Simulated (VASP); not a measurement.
# TiTe2 (P-3m1) in VASP: further runs, part 2 of 2

VASP 6.6.1. The steps go on from the part before.

## (4) Relaxation of shape and atoms at fixed volume, PBE+D3(BJ) (27.69 Å³/atom)

This run uses another cell than the first one, of 27.69 Å³/atom.

File INCAR:

```
  PREC = Accurate
  ENCUT = 600
  EDIFF = 1E-6
  ISMEAR = 0
  SIGMA = 0.1
  LREAL = F
  LASPH = T
  NELM = 60
  ALGO = Normal
  ISIF = 4
  LWAVE = F
  LCHARG = F
  GGA = PE
  IVDW = 12
  IBRION = 2
  NSW = 50
  EDIFFG = -0.01
```

File KPOINTS:

```
regular mesh
0
Gamma
  12 12 8
```

File POSCAR:

```
TiTe2
1.0
    3.7947175987      0.0000000000      0.0000000000
   -1.8973587993      3.2863218406      0.0000000000
    0.0000000000      0.0000000000      6.6617074099
Ti Te
1 2
Direct
    0.0000000000      0.0000000000      0.0000000000
    0.6666666667      0.3333333333      0.2625612244
    0.3333333333      0.6666666667      0.7374387756
```

Potentials or basis: VASP PAW PBE potentials, release 64 (Ti_sv, Te).

Started as:

```bash
> cat potpaw_PBE.64/Ti_sv/POTCAR potpaw_PBE.64/Te/POTCAR > POTCAR
> mpirun -np 1 vasp_std > vasp.out
```

OUTCAR:

```text
PREC = Accurate
   ENCUT = 600
   EDIFF = 1E-6
   ISMEAR = 0
   LREAL = F
   LASPH = T
   NELM = 60
   ISIF = 4
   GGA = PE
   IVDW = 12
   IBRION = 2
   NSW = 50
   EDIFFG = -0.01
 IVDW          = 12

 ion  position               nearest neighbor table
   1  0.000  0.000  0.000-   2 2.80   3 2.80   3 2.80   2 2.80   2 2.80   3 2.80
   2  0.667  0.333  0.263-   1 2.80   1 2.80   1 2.80
   3  0.333  0.667  0.737-   1 2.80   1 2.80   1 2.80

  LATTYP: Found a hexagonal cell.
 ALAT       =     3.7947175987
 C/A-ratio  =     1.7555212573

  Lattice vectors:

 A1 = (   3.7947175987,   0.0000000000,   0.0000000000)
 A2 = (  -1.8973587993,   3.2863218406,   0.0000000000)
 A3 = (   0.0000000000,   0.0000000000,   6.6617074099)

Analysis of symmetry for initial positions (statically):
=====================================================================
 Subroutine PRICEL returns:
 Original cell was already a primitive cell.

 Routine SETGRP: Setting up the symmetry group for a
 hexagonal supercell.

 Subroutine GETGRP returns: Found 12 space group operations
 (whereof 12 operations were pure point group operations)
 out of a pool of 24 trial point group operations.

The static configuration has the point symmetry D_3d.

Analysis of symmetry for dynamics (positions and initial velocities):
=====================================================================
 Subroutine PRICEL returns:
 Original cell was already a primitive cell.

 Routine SETGRP: Setting up the symmetry group for a
 hexagonal supercell.

 Subroutine GETGRP returns: Found 12 space group operations
 (whereof 12 operations were pure point group operations)
 out of a pool of 24 trial point group operations.

The dynamic configuration has the point symmetry D_3d.

 Subroutine INISYM returns: Found 12 space group operations
 (whereof 12 operations are pure point group operations),
 and found     1 'primitive' translations

----------------------------------------------------------------------------------------

                                     Primitive cell

  volume of cell :      83.0759

  direct lattice vectors                    reciprocal lattice vectors
     3.794717599  0.000000000  0.000000000     0.263524221  0.152145780  0.000000000
    -1.897358799  3.286321841  0.000000000     0.000000000  0.304291560  0.000000000
     0.000000000  0.000000000  6.661707410     0.000000000  0.000000000  0.150111666

  length of vectors
     3.794717599  3.794717599  6.661707410     0.304291560  0.304291560  0.150111666

  position of ions in fractional coordinates (direct lattice)
     0.000000000  0.000000000  0.000000000
     0.666666667  0.333333333  0.262561224
     0.333333333  0.666666667  0.737438776

  ion indices of the primitive-cell ions
   primitive index   ion index
                 1           1
                 2           2
                 3           3

----------------------------------------------------------------------------------------

 KPOINTS: regular mesh

Automatic generation of k-mesh.
 Grid dimensions read from file:
 generate k-points for:   12   12    8

 Generating k-lattice:

  Cartesian coordinates                     Fractional coordinates (reciprocal lattice)
     0.021960352  0.012678815  0.000000000     0.083333333  0.000000000  0.000000000
     0.000000000  0.025357630  0.000000000     0.000000000  0.083333333  0.000000000
     0.000000000  0.000000000  0.018763958     0.000000000  0.000000000  0.125000000

  Length of vectors
     0.025357630  0.025357630  0.018763958

  Shift w.r.t. Gamma in fractional coordinates (k-lattice)
     0.000000000  0.000000000  0.000000000

 Subroutine IBZKPT returns following result:
 ===========================================

 Found    131 irreducible k-points:

 Following reciprocal coordinates:
            Coordinates               Weight
  0.000000  0.000000  0.000000      1.000000
  0.083333  0.000000  0.000000      6.000000
  0.166667  0.000000  0.000000      6.000000
  0.250000  0.000000  0.000000      6.000000
  0.333333  0.000000  0.000000      6.000000
  0.416667  0.000000  0.000000      6.000000
[... 16 lines left out ...]
  0.166667  0.000000  0.125000      6.000000
  0.000000  0.166667  0.125000      6.000000
 [... further k-points ...]
   k-points           NKPTS =    131   k-points in BZ     NKDIM =    131   number of bands    NBANDS=     16
   number of dos      NEDOS =    301   number of ions     NIONS =      3
   total plane-waves  NPLWV =  48600
   dimension x,y,z NGX =    30 NGY =   30 NGZ =   54
   dimension x,y,z NGXF=    60 NGYF=   60 NGZF=  108
   ions per type =               1   2
   NGX,Y,Z   is equivalent  to a cutoff of  13.14, 13.14, 13.48 a.u.
   NGXF,Y,Z  is equivalent  to a cutoff of  26.29, 26.29, 26.95 a.u.
 SYSTEM =  unknown system
   PREC   = accura    normal or accurate (medium, high low for compatibility)
   ISTART =      0    job   : 0-new  1-cont  2-samecut
   ICHARG =      2    charge: 1-file 2-atom 10-const
   ISPIN  =      1    spin polarized calculation?
   LNONCOLLINEAR =      F non collinear calculations
   LSORBIT =      F    spin-orbit coupling
   LASPH  =      T    aspherical Exc in radial PAW
   ENCUT  =  600.0 eV  44.10 Ry    6.64 a.u.   7.58  7.58 13.31*2*pi/ulx,y,z
   NELM   =     60;   NELMIN=  2; NELMDL= -5     # of ELM steps
   EDIFF  = 0.1E-05   stopping-criterion for ELM
   LREAL  =      F    real-space projection
   EDIFFG = -.1E-01   stopping-criterion for IOM
   NSW    =     50    number of steps for IOM
   IBRION =      2    ionic relax: 0-MD 1-quasi-New 2-CG
   NFREE  =      1    steps in history (QN), initial steepest desc. (CG)
   ISIF   =      4    stress and relaxation
   ISYM   =      2    0-nonsym 1-usesym 2-fastsym
   POTIM  = 0.5000    time-step for ionic-motion
   TEBEG  =    0.0;   TEEND  =   0.0 temperature during run
   PSTRESS=    0.0 pullay stress
   NELECT =      24.0000    total number of electrons
   NUPDOWN=      -1.0000    fix difference up-down
   EMIN   =  10.00;   EMAX   =-10.00  energy-range for DOS
   EFERMI =   0.00;   METHOD = LEGACY
   ISMEAR =     0;   SIGMA  =   0.10  broadening in eV -4-tet -1-fermi 0-gaus
   EFERMI_NEDOS =   21; number of points for ismear=-14 and -15
   IALGO  =     38    algorithm
   IMIX   =      4    mixing-type and parameters
     AMIX     =   0.40;   BMIX     =  1.00
     AMIX_MAG =   1.60;   BMIX_MAG =  1.00
  volume/ion in A,a.u.               =      27.69       186.87
  Fermi-wavevector in a.u.,A,eV,Ry     =   1.082232  2.045121 15.935487  1.171225
  Thomas-Fermi vector in A             =   2.218268
   LORBIT       =      0    0 simple, 1 ext, 2 COOP (PROOUT), +10 PAW based schemes
   GGA     = PE    functional components
   LHFCALC =     F    Hartree Fock is set to
   AEXX    =    0.0000 exact exchange contribution
   IVDW    =    12    specifies the selected vdW correction
   LEPSILON=     F    determine dielectric tensor
   LRPA    =     F    only Hartree local field effects (RPA)
 conjugate gradient relaxation of ions
 non-spin polarized calculation
 Gauss-broadening in eV      SIGMA  =   0.10
  energy-cutoff  :      600.00
  volume of cell :       83.08
 maximum number of plane-waves:      2798
   NGX = 15   NGY = 15   NGZ = 27

--------------------------------------- Ionic step        1  -------------------------------------------

 number of electron      24.0000001 magnetization

 Free energy of the ion-electron system (eV)
  ---------------------------------------------------
  ext. energy  EPLUGINS =         0.00000000
  ---------------------------------------------------
  free energy    TOTEN  =       -16.20781510 eV

  energy without entropy =      -16.20174312  energy(sigma->0) =      -16.20477911

------------------------ aborting loop because EDIFF is reached ----------------------------------------

 Edisp (eV)   -1.42484

 E8    (eV) :    -0.6612
[... 196 lines left out ...]
--------------------------------------- Ionic step        6  -------------------------------------------

 number of electron      24.0000004 magnetization

 Free energy of the ion-electron system (eV)
  ---------------------------------------------------
  ext. energy  EPLUGINS =         0.00000000
  ---------------------------------------------------
  free energy    TOTEN  =       -16.22178574 eV

  energy without entropy =      -16.21610490  energy(sigma->0) =      -16.21894532

 E-fermi :   6.4196     XC(G=0):  -9.6697

 val. band max:        6.4028928909   @ k =   0.5000   0.0000   0.0000
 cond. band min:       6.4200443052   @ k =   0.3333   0.0000   0.5000
 fundamental gap:      0.0171514143
 Fermi energy:         6.4195501213

 k-point     1 :       0.0000    0.0000    0.0000
  band No.  band energies     occupation
      1     -51.0918      2.00000
      2     -27.3464      2.00000
      3     -27.3464      2.00000
      4     -27.3045      2.00000
      5      -5.8525      2.00000
      6      -4.5858      2.00000
[... 433 lines left out ...]
      3     -27.3488      2.00000
      4     -27.3021      2.00000
      5      -5.5193      2.00000
      6      -4.4741      2.00000
[... 8 lines left out ...]
     15       7.7017      0.00000
     16       8.9992      0.00000

 [... further k-points ...]

------------------------ aborting loop because EDIFF is reached ----------------------------------------

 Edisp (eV)   -1.42443

 E8    (eV) :    -0.6609
[... 26 lines left out ...]
  FREE ENERGIE OF THE ION-ELECTRON SYSTEM (eV)
  ---------------------------------------------------
  free  energy   TOTEN  =       -17.6462181526 eV

  energy  without entropy=      -17.6405373093  energy(sigma->0) =      -17.64337773

 reached required accuracy - stopping structural energy minimisation
```

OSZICAR:

```text
N       E                     dE             d eps       ncg     rms          rms(c)
DAV:   1     0.187291390225E+03    0.18729E+03   -0.11915E+04  4192   0.155E+03
[... 50 lines left out ...]
       N       E                     dE             d eps       ncg     rms          rms(c)
DAV:   1    -0.162239289883E+02   -0.23566E-02   -0.14073E-01  4192   0.423E+00    0.394E-01
DAV:   2    -0.162231690316E+02    0.75996E-03   -0.23781E-02  4536   0.106E+00    0.300E-01
DAV:   3    -0.162222504002E+02    0.91863E-03   -0.13829E-02  5704   0.745E-01    0.146E-01
DAV:   4    -0.162218080446E+02    0.44236E-03   -0.27015E-03  5288   0.320E-01    0.708E-02
DAV:   5    -0.162217856274E+02    0.22417E-04   -0.18452E-04  5064   0.976E-02    0.158E-02
DAV:   6    -0.162217857395E+02   -0.11202E-06   -0.57865E-06  5192   0.195E-02
   6 F= -.17646218E+02 E0= -.17643378E+02  d E =-.365819E-02
```

CONTCAR:

```text
TiTe2
   1.00000000000000
     3.7652393865578646   -0.0000000000109976    0.0000000000000000
    -1.8826196932388453    3.2607929600563965   -0.0000000000000001
     0.0000000000000001   -0.0000000000000001    6.7664252876923605
  Ti              Te
     1     2
Direct
     0.0000000000000000    1.0000000000000000    0.0000000000000000
     0.6666666667000030    0.3333333332999970    0.2557632394417037
     0.3333333332999970    0.6666666667000030    0.7442367605582962

  0.00000000E+00  0.00000000E+00  0.00000000E+00
  0.00000000E+00  0.00000000E+00  0.00000000E+00
  0.00000000E+00  0.00000000E+00  0.00000000E+00
```

Wall time 18 min (1 thread of Intel Xeon 8259CL, shared host); peak memory 0.4 GiB.

What came out:

```
Free energy                  : -17.6462 eV
Energy gained by relaxing    : 4.5 meV/atom
Ionic steps                  : 6
Pressure after relaxing      : -2.5 GPa
Largest force after relaxing : 0.010 eV/Å
Band gap on the k mesh       : zero (bands 12 and 13 overlap by 0.68 eV)
Dispersion energy per atom   : -0.475 eV
```

Forces on the atoms (eV/Å):
```
Ti   0.000  0.000  0.000
Te   0.000  0.000 -0.010
Te   0.000  0.000  0.010
```

The path:
```csv
step,energy change (eV),largest force (eV/Å),pressure (GPa),volume (Å³)
1,0.0000,0.3029,-3.96,83.08
2,-0.0069,0.1718,-3.50,83.08
3,-0.0099,0.0213,-2.96,83.08
4,-0.0117,0.0174,-2.83,83.08
5,-0.0134,0.0113,-2.65,83.08
6,-0.0136,0.0097,-2.54,83.08
```

Final structure:
```cif
data_structure
_symmetry_space_group_name_H-M 'P 1'
_symmetry_Int_Tables_number 1
_cell_length_a 3.7652
_cell_length_b 3.7652
_cell_length_c 6.7664
_cell_angle_alpha 90.000
_cell_angle_beta 90.000
_cell_angle_gamma 120.000
_cell_volume 83.08
loop_
_atom_site_label
_atom_site_type_symbol
_atom_site_fract_x
_atom_site_fract_y
_atom_site_fract_z
_atom_site_occupancy
Ti1 Ti 0.00000 0.00000 0.00000 1
Te1 Te 0.66667 0.33333 0.25576 1
Te2 Te 0.33333 0.66667 0.74424 1
```

Caveat: spin-orbit coupling is left out, which moves the levels of the heavy elements.

## (5) Overview

| task | level | cell | cutoff (eV) | gap on the mesh (eV) | pressure (GPa) | largest force (eV/Å) |
| --- | --- | --- | --- | --- | --- | --- |
| single point | r2SCAN+D3(BJ) | a = 3.696, b = 3.696, c = 6.384 Å, angles 90.0, 90.0, 120.0°, 3 atoms, atomic positions A | 520 | none | 2.1 | 0.24 |
| single point | r2SCAN | a = 3.696, b = 3.696, c = 6.384 Å, angles 90.0, 90.0, 120.0°, 3 atoms, atomic positions A | 520 | none | 3.7 | 0.25 |
| relaxation of shape and atoms at fixed volume | PBE+D3(BJ) | relaxed from a = 3.795, b = 3.795, c = 6.662 Å, angles 90.0, 90.0, 120.0°, 3 atoms, atomic positions B | 600 | none | -2.5 | 0.01 |

Alike in all rows: potentials or basis VASP PAW PBE potentials, release 64 (Ti_sv, Te); no spin polarisation; k mesh 12 × 12 × 8; smearing gaussian 0.1 eV.

Caveats: spin-orbit coupling is left out, which moves the levels of the heavy elements; the PAW data sets were made with another functional, which shifts forces and pressure a little (at least some runs); the cell stands under pressure (at least some runs).

Total energies depend on the potentials used, so only differences within one code and one set of settings carry meaning.
